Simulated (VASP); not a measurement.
# Mn (Fd-3m) in VASP: a series of runs

Mn is run at these levels: PBEsol; tasks: single point.

Program: VASP 6.6.1. These are calculated values, not measurements. Logs are shortened: lines on timing, memory, paths and dates and some standing lists are left out, and cuts for length are marked.

## Step 1: The cell of the first run

The structure is cubic, space group Fd-3m (No. 227). The conventional cell has a = 4.533 Å, b = 4.533 Å, c = 4.533 Å, α = 90.00°, β = 90.00°, γ = 90.00°. Within 2.6 Å of Mn (site symmetry -43m) lie 4 Mn at 1.96 Å.

This isn't the form of Mn at room conditions, which is a 58-atom cubic cell.

## Step 2: Single point, PBEsol, collinear spin, ferromagnetic start (11.64 Å³/atom)

Input file INCAR:

```
PREC     = Accurate       # precision mode
ENCUT    = 520            # plane-wave cutoff, eV
EDIFF    = 1E-6           # SCF threshold, eV
ISMEAR   = -1             # smearing method
SIGMA    = 0.08           # smearing width, eV
LREAL    = False          # projectors in reciprocal space
LASPH    = True           # aspherical terms in the spheres
NELM     = 150            # most SCF steps
ALGO     = Normal         # electronic algorithm
ISIF     = 2              # what is computed and relaxed
LWAVE    = False          # write WAVECAR
LCHARG   = False          # write CHGCAR
ISPIN    = 2              # spin polarisation
MAGMOM   = 3 3            # initial moments
LORBIT   = 11             # projections on sites
LMAXMIX  = 4              # l up to which the mixer works
GGA      = PS             # functional
NBANDS   = 24             # bands
```

Input file KPOINTS:

```
regular mesh
0
Gamma
  15 15 15
```

Input file POSCAR:

```
Mn
1.0
    0.0000000000      2.2664268920      2.2664268920
    2.2664268920      0.0000000000      2.2664268920
    2.2664268920      2.2664268920      0.0000000000
Mn
2
Direct
   -0.1250000000     -0.1250000000     -0.1250000000
    0.1250000000      0.1250000000      0.1250000000
```

Potentials or basis: VASP PAW PBE potentials, release 64 (Mn_pv).

The run is started by

```console
> cat potpaw_PBE.64/Mn_pv/POTCAR > POTCAR
> mpirun -np 1 vasp_std > vasp.out
```

OUTCAR:

```text
PREC = Accurate
   ENCUT = 520
   EDIFF = 1E-6
   ISMEAR = -1
   LREAL = False
   LASPH = True
   NELM = 150
   ISIF = 2
   ISPIN = 2
   LORBIT = 11
   GGA = PS

 ion  position               nearest neighbor table
   1  0.875  0.875  0.875-   2 1.96   2 1.96   2 1.96   2 1.96
   2  0.125  0.125  0.125-   1 1.96   1 1.96   1 1.96   1 1.96

  LATTYP: Found a face centered cubic cell.
 ALAT       =     4.5328537840

  Lattice vectors:

 A1 = (   0.0000000000,   2.2664268920,   2.2664268920)
 A2 = (   2.2664268920,   0.0000000000,   2.2664268920)
 A3 = (   2.2664268920,   2.2664268920,   0.0000000000)

Analysis of symmetry for initial positions (statically):
=====================================================================
 Subroutine PRICEL returns:
 Original cell was already a primitive cell.

 Routine SETGRP: Setting up the symmetry group for a
 face centered cubic supercell.

 Subroutine GETGRP returns: Found 48 space group operations
 (whereof 12 operations were pure point group operations)
 out of a pool of 48 trial point group operations.

The static configuration has the point symmetry D_3d.
 The point group associated with its full space group is O_h .

Analysis of symmetry for dynamics (positions and initial velocities):
=====================================================================
 Subroutine PRICEL returns:
 Original cell was already a primitive cell.

 Routine SETGRP: Setting up the symmetry group for a
 face centered cubic supercell.

 Subroutine GETGRP returns: Found 48 space group operations
 (whereof 12 operations were pure point group operations)
 out of a pool of 48 trial point group operations.

The dynamic configuration has the point symmetry D_3d.
 The point group associated with its full space group is O_h .

Analysis of structural, dynamic, and magnetic symmetry:
=====================================================================
 Subroutine PRICEL returns:
 Original cell was already a primitive cell.

 Routine SETGRP: Setting up the symmetry group for a
 face centered cubic supercell.

 Subroutine GETGRP returns: Found 48 space group operations
 (whereof 12 operations were pure point group operations)
 out of a pool of 48 trial point group operations.

The overall configuration has the point symmetry D_3d.
 The point group associated with its full space group is O_h .

 Subroutine INISYM returns: Found 48 space group operations
 (whereof 12 operations are pure point group operations),
 and found     1 'primitive' translations

----------------------------------------------------------------------------------------

                                     Primitive cell

  volume of cell :      23.2839

  direct lattice vectors                    reciprocal lattice vectors
     0.000000000  2.266426892  2.266426892    -0.220611572  0.220611572  0.220611572
     2.266426892  0.000000000  2.266426892     0.220611572 -0.220611572  0.220611572
     2.266426892  2.266426892  0.000000000     0.220611572  0.220611572 -0.220611572

  length of vectors
     3.205211649  3.205211649  3.205211649     0.382110452  0.382110452  0.382110452

  position of ions in fractional coordinates (direct lattice)
     0.875000000  0.875000000  0.875000000
     0.125000000  0.125000000  0.125000000

  ion indices of the primitive-cell ions
   primitive index   ion index
                 1           1
                 2           2

----------------------------------------------------------------------------------------

 KPOINTS: regular mesh

Automatic generation of k-mesh.
 Grid dimensions read from file:
 generate k-points for:   15   15   15

 Generating k-lattice:

  Cartesian coordinates                     Fractional coordinates (reciprocal lattice)
    -0.014707438  0.014707438  0.014707438     0.066666667  0.000000000  0.000000000
     0.014707438 -0.014707438  0.014707438     0.000000000  0.066666667  0.000000000
     0.014707438  0.014707438 -0.014707438     0.000000000  0.000000000  0.066666667

  Length of vectors
     0.025474030  0.025474030  0.025474030

  Shift w.r.t. Gamma in fractional coordinates (k-lattice)
     0.000000000  0.000000000  0.000000000

 Subroutine IBZKPT returns following result:
 ===========================================

 Found    120 irreducible k-points:

 Following reciprocal coordinates:
            Coordinates               Weight
  0.000000  0.000000  0.000000      1.000000
  0.066667  0.000000  0.000000      8.000000
  0.133333  0.000000  0.000000      8.000000
  0.200000  0.000000  0.000000      8.000000
  0.266667  0.000000  0.000000      8.000000
  0.333333  0.000000  0.000000      8.000000
[... 16 lines left out ...]
  0.133333  0.133333  0.000000      6.000000
  0.200000  0.133333  0.000000     24.000000
 [... further k-points ...]
   k-points           NKPTS =    120   k-points in BZ     NKDIM =    120   number of bands    NBANDS=     24
   number of dos      NEDOS =    301   number of ions     NIONS =      2
   total plane-waves  NPLWV =  13824
   dimension x,y,z NGX =    24 NGY =   24 NGZ =   24
   dimension x,y,z NGXF=    48 NGYF=   48 NGZF=   48
   ions per type =               2
   NGX,Y,Z   is equivalent  to a cutoff of  12.45, 12.45, 12.45 a.u.
   NGXF,Y,Z  is equivalent  to a cutoff of  24.90, 24.90, 24.90 a.u.
 SYSTEM =  unknown system
   PREC   = accura    normal or accurate (medium, high low for compatibility)
   ISTART =      0    job   : 0-new  1-cont  2-samecut
   ICHARG =      2    charge: 1-file 2-atom 10-const
   ISPIN  =      2    spin polarized calculation?
   LNONCOLLINEAR =      F non collinear calculations
   LSORBIT =      F    spin-orbit coupling
   LASPH  =      T    aspherical Exc in radial PAW
   ENCUT  =  520.0 eV  38.22 Ry    6.18 a.u.   5.96  5.96  5.96*2*pi/ulx,y,z
   NELM   =    150;   NELMIN=  2; NELMDL= -5     # of ELM steps
   EDIFF  = 0.1E-05   stopping-criterion for ELM
   LREAL  =      F    real-space projection
   EDIFFG = 0.1E-04   stopping-criterion for IOM
   NSW    =      0    number of steps for IOM
   IBRION =     -1    ionic relax: 0-MD 1-quasi-New 2-CG
   NFREE  =      0    steps in history (QN), initial steepest desc. (CG)
   ISIF   =      2    stress and relaxation
   ISYM   =      2    0-nonsym 1-usesym 2-fastsym
   POTIM  = 0.5000    time-step for ionic-motion
   TEBEG  =    0.0;   TEEND  =   0.0 temperature during run
   PSTRESS=    0.0 pullay stress
   NELECT =      26.0000    total number of electrons
   NUPDOWN=      -1.0000    fix difference up-down
   EMIN   =  10.00;   EMAX   =-10.00  energy-range for DOS
   EFERMI =   0.00;   METHOD = LEGACY
   ISMEAR =    -1;   SIGMA  =   0.08  broadening in eV -4-tet -1-fermi 0-gaus
   EFERMI_NEDOS =   21; number of points for ismear=-14 and -15
   IALGO  =     38    algorithm
   IMIX   =      4    mixing-type and parameters
     AMIX     =   0.40;   BMIX     =  1.00
     AMIX_MAG =   1.60;   BMIX_MAG =  1.00
  volume/ion in A,a.u.               =      11.64        78.56
  Fermi-wavevector in a.u.,A,eV,Ry     =   1.698430  3.209567 39.248227  2.884663
  Thomas-Fermi vector in A             =   2.778930
   LORBIT       =     11    0 simple, 1 ext, 2 COOP (PROOUT), +10 PAW based schemes
   GGA     = PS    functional components
   LHFCALC =     F    Hartree Fock is set to
   AEXX    =    0.0000 exact exchange contribution
   IVDW    =     0    specifies the selected vdW correction
   LEPSILON=     F    determine dielectric tensor
   LRPA    =     F    only Hartree local field effects (RPA)
 spin polarized calculation
  energy-cutoff  :      520.00
  volume of cell :       23.28
 maximum number of plane-waves:       638
   NGX = 11   NGY = 11   NGZ = 11

 number of electron      25.9999992 magnetization       0.0008069

 number of electron      25.9999992 magnetization      -0.0005285

 Free energy of the ion-electron system (eV)
  ---------------------------------------------------
  ext. energy  EPLUGINS =         0.00000000
  ---------------------------------------------------
  free energy    TOTEN  =       -15.55526296 eV

  energy without entropy =      -15.51403088  energy(sigma->0) =      -15.53464692

 E-fermi :   9.1100     XC(G=0): -13.3304

 val. band max:        9.0934390495   @ k =  -0.1333   0.0667   0.0000
 cond. band min:       9.1105276535   @ k =  -0.2667   0.2000   0.0000
 fundamental gap:      0.0170886041
 Fermi energy:         9.1099722106

 spin component 1

 k-point     1 :       0.0000    0.0000    0.0000
  band No.  band energies     occupation
      1     -39.1057      1.00000
      2     -39.1057      1.00000
      3     -39.1057      1.00000
      4     -37.6939      1.00000
      5     -37.6939      1.00000
      6     -37.6939      1.00000
[... 16 lines left out ...]
     23      27.2793      0.00000
     24      27.2793      0.00000
[... 598 lines left out ...]
      2     -39.2155      1.00000
      3     -39.0220      1.00000
      4     -37.7905      1.00000
      5     -37.5812      1.00000
      6     -37.5809      1.00000
[... 16 lines left out ...]
     23      28.9153      0.00000
     24      29.5575      0.00000

 [... further k-points ...]

 spin component 2

 k-point     1 :       0.0000    0.0000    0.0000
  band No.  band energies     occupation
      1     -39.1061      1.00000
      2     -39.1061      1.00000
      3     -39.1061      1.00000
      4     -37.6943      1.00000
      5     -37.6943      1.00000
      6     -37.6943      1.00000
[... 16 lines left out ...]
     23      27.2793      0.00000
     24      27.2793      0.00000
[... 598 lines left out ...]
      2     -39.2159      1.00000
      3     -39.0224      1.00000
      4     -37.7910      1.00000
      5     -37.5816      1.00000
      6     -37.5813      1.00000
[... 16 lines left out ...]
     23      28.9150      0.00000
     24      29.5573      0.00000

 [... further k-points ...]
[... 5 lines left out ...]
  --------------------------------------------------------------------------------------
  -------------------------------------------------------------------------------------
  Total        8.9183657      8.9183657      8.9183657     -0.0000000     -0.0000000     -0.0000000
  in kB      613.6782316    613.6782316    613.6782316     -0.0000000     -0.0000000     -0.0000000
  external PRESSURE =     613.6782316 kB  Pullay stress =       0.0000000 kB

 VOLUME and BASIS-vectors are now :
 -----------------------------------------------------------------------------
  energy-cutoff  :      520.00
  volume of cell :       23.28
      direct lattice vectors                 reciprocal lattice vectors
     0.000000000  2.266426892  2.266426892    -0.220611572  0.220611572  0.220611572
     2.266426892  0.000000000  2.266426892     0.220611572 -0.220611572  0.220611572
     2.266426892  2.266426892  0.000000000     0.220611572  0.220611572 -0.220611572

 POSITION                                       TOTAL-FORCE (eV/Angst)
 -----------------------------------------------------------------------------------
      3.96625      3.96625      3.96625        -0.000000     -0.000000     -0.000000
      0.56661      0.56661      0.56661         0.000000      0.000000      0.000000
 -----------------------------------------------------------------------------------
    total drift:                                0.000000      0.000000      0.000000

  FREE ENERGIE OF THE ION-ELECTRON SYSTEM (eV)
  ---------------------------------------------------
  free  energy   TOTEN  =       -15.5552629636 eV

  energy  without entropy=      -15.5140308805  energy(sigma->0) =      -15.53464692

 total charge

# of ion       s       p       d       tot
------------------------------------------
    1        0.569   6.371   5.647  12.587
    2        0.569   6.371   5.647  12.587
--------------------------------------------------
tot          1.138  12.742  11.295  25.175

 magnetization (x)

# of ion       s       p       d       tot
------------------------------------------
    1        0.000   0.000  -0.000  -0.000
    2        0.000   0.000  -0.000  -0.000
--------------------------------------------------
tot          0.000   0.000  -0.000  -0.000
```

It took 3.8 min on 1 thread of AMD EPYC, shared host; peak memory 0.18 GiB.

Results:

```yaml
Free_energy: -15.5553 eV
Pressure: 61.4 GPa
Band_gap_on_the_k_mesh: zero (filled and empty bands overlap)
Net_moment: 0.00 μB per cell
Valence_electrons_inside_the_program's_atomic_spheres: Mn 12.59
```

Levels at points of the mesh, in eV from the Fermi level:
Spin up:
```
           k point  band 9  band 10  band 11  band 12  band 13  band 14  band 15  band 16  band 17  band 18
(0.00, 0.00, 0.00)   -3.19    -2.27    -2.27    -2.27     0.53     0.53     0.53     3.14     3.14    16.75
```
Spin down:
```
           k point  band 11  band 12  band 13  band 14  band 15  band 16
(0.00, 0.00, 0.00)    -2.27    -2.27     0.53     0.53     0.53     3.14
```

Caveat: atoms lie so close that the PAW spheres overlap strongly, which falsifies energies and pressures; the cell stands under pressure; the moments typed at the start vanished in this run; the PAW data sets were made with another functional, which shifts forces and pressure a little.

## Step 3: Single point, PBEsol, collinear spin, ferromagnetic start (13.10 Å³/atom)

This run uses another cell than the first one, of 13.10 Å³/atom.

Input file INCAR:

```
PREC = Accurate ; ENCUT = 520
EDIFF = 1E-6 ; ISMEAR = -1
SIGMA = 0.08 ; LREAL = False
LASPH = True ; NELM = 150
ALGO = Normal ; ISIF = 2
LWAVE = False ; LCHARG = False
ISPIN = 2 ; MAGMOM = 3 3
LORBIT = 11 ; LMAXMIX = 4
GGA = PS ; NBANDS = 24
```

Input file KPOINTS:

```
Automatic mesh
0
Gamma
  15 15 15
```

Input file POSCAR:

```
Mn
1.0
    0.0000000000      2.3571789571      2.3571789571
    2.3571789571      0.0000000000      2.3571789571
    2.3571789571      2.3571789571      0.0000000000
Mn
2
Direct
   -0.1250000000     -0.1250000000     -0.1250000000
    0.1250000000      0.1250000000      0.1250000000
```

Potentials or basis: VASP PAW PBE potentials, release 64 (Mn_pv).

The run is started by

```console
> cat potpaw_PBE.64/Mn_pv/POTCAR > POTCAR
> mpirun -np 1 vasp_std > vasp.out
```

It took 5.6 min on 1 thread of AMD EPYC, shared host; peak memory 0.21 GiB.

Results (log left out):

```yaml
Free_energy: -16.2861 eV
Pressure: 22.6 GPa
Band_gap_on_the_k_mesh: zero (filled and empty bands overlap)
Net_moment: 0.00 μB per cell
Valence_electrons_inside_the_program's_atomic_spheres: Mn 12.33
```

Levels at points of the mesh, in eV from the Fermi level:
Spin up:
| k point | band 11 | band 12 | band 13 | band 14 | band 15 | band 16 |
| --- | --- | --- | --- | --- | --- | --- |
| (0.00, 0.00, 0.00) | -1.98 | -1.98 | 0.50 | 0.50 | 0.50 | 2.73 |
Spin down:
| k point | band 11 | band 12 | band 13 | band 14 | band 15 | band 16 |
| --- | --- | --- | --- | --- | --- | --- |
| (0.00, 0.00, 0.00) | -1.98 | -1.98 | 0.50 | 0.50 | 0.50 | 2.73 |

Caveat: atoms lie so close that the PAW spheres overlap strongly, which falsifies energies and pressures; the cell stands under pressure; the moments typed at the start vanished in this run; the PAW data sets were made with another functional, which shifts forces and pressure a little.

## Step 4: Single point, PBEsol, collinear spin, ferromagnetic start (13.10 Å³/atom)

This run uses another cell than the first one, of 13.10 Å³/atom.

Input file INCAR:

```
SYSTEM = Mn
  ALGO = Normal
  EDIFF = 1E-6
  ENCUT = 520
  GGA = PS
  ISIF = 2
  ISMEAR = -1
  ISPIN = 2
  LASPH = .TRUE.
  LCHARG = .FALSE.
  LMAXMIX = 4
  LORBIT = 11
  LREAL = .FALSE.
  LWAVE = .FALSE.
  MAGMOM = 3 3
  NBANDS = 24
  NELM = 150
  PREC = Accurate
  SIGMA = 0.08
```

Input file KPOINTS:

```
k-points
0
G
  15 15 15
  0 0 0
```

POSCAR is that of step 3.

The run is started by

```console
> cat potpaw_PBE.64/Mn_pv/POTCAR > POTCAR
> mpirun -np 1 vasp_std > vasp.out
```

It took 5.3 min on 1 thread of AMD EPYC, shared host; peak memory 0.21 GiB.

Results (log left out):

```yaml
Free_energy: -16.2861 eV
Pressure: 22.6 GPa
Band_gap_on_the_k_mesh: zero (filled and empty bands overlap)
Net_moment: 0.00 μB per cell
Valence_electrons_inside_the_program's_atomic_spheres: Mn 12.33
```

Levels at points of the mesh, in eV from the Fermi level:
Spin up:
| k point | band 9 | band 10 | band 11 | band 12 | band 13 | band 14 | band 15 | band 16 | band 17 | band 18 |
| --- | --- | --- | --- | --- | --- | --- | --- | --- | --- | --- |
| (0.00, 0.00, 0.00) | -2.64 | -1.98 | -1.98 | -1.98 | 0.50 | 0.50 | 0.50 | 2.73 | 2.73 | 15.82 |
Spin down:
| k point | band 11 | band 12 | band 13 | band 14 | band 15 | band 16 |
| --- | --- | --- | --- | --- | --- | --- |
| (0.00, 0.00, 0.00) | -1.98 | -1.98 | 0.50 | 0.50 | 0.50 | 2.73 |

Caveat: atoms lie so close that the PAW spheres overlap strongly, which falsifies energies and pressures; the cell stands under pressure; the moments typed at the start vanished in this run; the PAW data sets were made with another functional, which shifts forces and pressure a little.

## Step 5: Single point, PBEsol, collinear spin, ferromagnetic start

This run uses another cell than the first one, of 14.55 Å³/atom.

Input file INCAR:

```
SYSTEM = Mn
ALGO     = Normal         ! electronic algorithm
EDIFF    = 1E-7           ! SCF threshold, eV
ENCUT    = 520            ! plane-wave cutoff, eV
GGA      = PS             ! functional
ISIF     = 2              ! what is computed and relaxed
ISMEAR   = -1             ! smearing method
ISPIN    = 2              ! spin polarisation
LASPH    = .TRUE.         ! aspherical terms in the spheres
LCHARG   = .FALSE.        ! write CHGCAR
LMAXMIX  = 4              ! l up to which the mixer works
LORBIT   = 11             ! projections on sites
LREAL    = .FALSE.        ! projectors in reciprocal space
LWAVE    = .FALSE.        ! write WAVECAR
MAGMOM   = 3 3            ! initial moments
NBANDS   = 24             ! bands
NELM     = 150            ! most SCF steps
PREC     = Accurate       ! precision mode
SIGMA    = 0.08           ! smearing width, eV
```

KPOINTS is that of step 4.

Input file POSCAR:

```
Mn
1.0
    0.0000000000      2.4414343592      2.4414343592
    2.4414343592      0.0000000000      2.4414343592
    2.4414343592      2.4414343592      0.0000000000
Mn
2
Direct
   -0.1250000000     -0.1250000000     -0.1250000000
    0.1250000000      0.1250000000      0.1250000000
```

The run is started by

```console
> cat potpaw_PBE.64/Mn_pv/POTCAR > POTCAR
> mpirun -np 1 vasp_std > vasp.out
```

Wall time 6.1 min (1 thread of AMD EPYC, shared host); peak memory 0.22 GiB.

The run converged. Its results:

```yaml
Free_energy: -16.4804 eV
Pressure: 0.6 GPa
Band_gap_on_the_k_mesh: zero (filled and empty bands overlap)
Net_moment: 0.00 μB per cell
Valence_electrons_inside_the_program's_atomic_spheres: Mn 12.13
```

Levels at points of the mesh, in eV from the Fermi level:
Spin up:
| k point | band 11 | band 12 | band 13 | band 14 | band 15 | band 16 |
| --- | --- | --- | --- | --- | --- | --- |
| (0.00, 0.00, 0.00) | -1.76 | -1.76 | 0.45 | 0.45 | 0.45 | 2.38 |
Spin down:
```
           k point  band 11  band 12  band 13  band 14  band 15  band 16
(0.00, 0.00, 0.00)    -1.76    -1.76     0.45     0.45     0.45     2.38
```

Caveat: the moments typed at the start vanished in this run; the PAW data sets were made with another functional, which shifts forces and pressure a little.

The gap in the log of VASP goes by the Fermi energy; the results here count the filled bands.